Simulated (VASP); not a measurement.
A run of VASP 6.6.1 is set up as follows.

INCAR

```
PREC     = Accurate       # precision mode
ENCUT    = 600            # plane-wave cutoff, eV
EDIFF    = 1E-6           # SCF threshold, eV
ISMEAR   = 0              # smearing method
SIGMA    = 0.01           # smearing width, eV
LREAL    = False          # projectors in reciprocal space
LASPH    = True           # aspherical terms in the spheres
NELM     = 120            # most SCF steps
ALGO     = Normal         # electronic algorithm
ISIF     = 2              # what is computed and relaxed
LWAVE    = False          # write WAVECAR
LCHARG   = False          # write CHGCAR
GGA      = PS             # functional
NBANDS   = 54             # bands
GGA_COMPAT= False
```

The input KPOINTS:

```
regular mesh
0
Gamma
  1 1 1
```

POSCAR

```
SiGeO4
1.0
    4.2971250000      0.0000000000      0.0000000000
    0.0000000000      4.2971250000      0.0000000000
    0.0000000000      0.0000000000      5.5381150000
Si Ge O
2 2 8
Direct
    0.0004660000      0.0096240000      0.0043320000
    0.4965450000      0.4841340000      0.7517470000
    0.0008400000      0.9921990000      0.5006660000
    0.4979930000      0.5110110000      0.2569350000
    0.2919630000      0.3050600000      0.9935740000
    0.3042690000      0.3023710000      0.5173930000
    0.6937620000      0.6887220000      0.0028600000
    0.7128600000      0.6970780000      0.5046840000
    0.1903150000      0.8023460000      0.2421490000
    0.1989640000      0.8159880000      0.7604020000
    0.8084460000      0.1965640000      0.2511500000
    0.8147250000      0.1943850000      0.7593910000
```

Potentials or basis: VASP PAW PBE potentials, release 64 (Si, Ge_d, O).

Run with:

```console
$ cat potpaw_PBE.64/Si/POTCAR potpaw_PBE.64/Ge_d/POTCAR potpaw_PBE.64/O/POTCAR > POTCAR
$ mpirun -np 1 vasp_gam > vasp.out
```

Problem. What does it give for the largest force?

Solution. 3.516 eV/Å.

Problem. Estimate the pressure.

Solution. -3.2 GPa.

Stress tensor (GPa, compression positive):
```
-7.38  0.38  0.78
 0.38 -7.02 -0.09
 0.78 -0.09  4.71
```

Caveat: the k points lie up to 1.46 Å⁻¹ apart; the PAW data sets were made with another functional, which shifts forces and pressure a little.
